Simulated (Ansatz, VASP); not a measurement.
Lu: VASP beside Ansatz

POSCAR

```
Lu
1.0
    3.5048186286      0.0000000000      0.0000000000
   -1.7524093143      3.0352619680      0.0000000000
    0.0000000000      0.0000000000      5.4696750779
Lu
2
Direct
    0.3333333333      0.6666666667      0.2500000000
    0.6666666667      0.3333333333      0.7500000000
```

The input INCAR.step1:

```
SYSTEM = Lu
ALGO = Normal
EDIFF = 1E-4
ENCUT = 520
GGA = PE
ISMEAR = -1
LASPH = .True.
LCHARG = .False.
LREAL = .False.
LWAVE = .True.
NBANDS = 32
NELM = 80
PREC = Accurate
SIGMA = 0.1
```

Contents of INCAR.step2:

```
SYSTEM = Lu
ALGO = Normal
EDIFF = 1E-6
ENCUT = 520
ISIF = 2
ISMEAR = -1
ISTART = 1
LASPH = .True.
LCHARG = .False.
LMIXTAU = .True.
LREAL = .False.
LWAVE = .False.
METAGGA = R2SCAN
NBANDS = 32
NELM = 80
PREC = Accurate
SIGMA = 0.1
```

The input KPOINTS:

```
k-points
0
Gamma
  3 3 2
  0 0 0
```

Input for Ansatz:

```yaml
crystal:
  lattice:
    - [3.5048186286, 0.0, 0.0]
    - [-1.7524093143, 3.035261968, 0.0]
    - [0.0, 0.0, 5.4696750779]
  atoms:
    - { symbol: Lu, position: [0.3333333333, 0.6666666667, 0.25] }
    - { symbol: Lu, position: [0.6666666667, 0.3333333333, 0.75] }
hamiltonian:
  xc: r2scan
  pseudopotentials:
    kind: paw
    azcp:
      Lu: "pseudopotentials/Lu.paw.azcp"
basis:
  ecutwfc: 500
  fft_grid_basis: typed
kpoints:
  mp_grid: { grid: [3, 3, 2], shift: [0, 0, 0] }
magnetization:
  spin_polarized: false
scf:
  occupations: { method: fermi_dirac, width: 0.1 }
  lower_state_search: "off"
output:
  stress: true
```

Alike in both runs: task single point; functional r2SCAN; k mesh 3 × 3 × 2; occupations fermi-dirac, width 0.1 eV; no spin polarisation.

|  | VASP | Ansatz |
| --- | --- | --- |
| version | VASP 6.6.1 | Ansatz 0.2.0 |
| potentials or method | VASP PAW PBE potentials, release 64 (Lu), cutoff 520 eV | plane waves (500 eV) with PAW, scalar-relativistic |
| valence electrons in the cell | 50 | 50 |

```tsv
	VASP	Ansatz	Ansatz less VASP
pressure (GPa)	-0.6	-0.9	-0.34
traceless stress, the component that is largest in VASP (GPa)	-0.65	-0.70	-0.051
```

VASP's potentials were made for PBE, not for r2SCAN. With one functional, cell and mesh, what is left measures potentials, basis and numerics.

The k mesh is coarse, so the values compare programs but aren't converged. Spin-orbit coupling is off throughout.
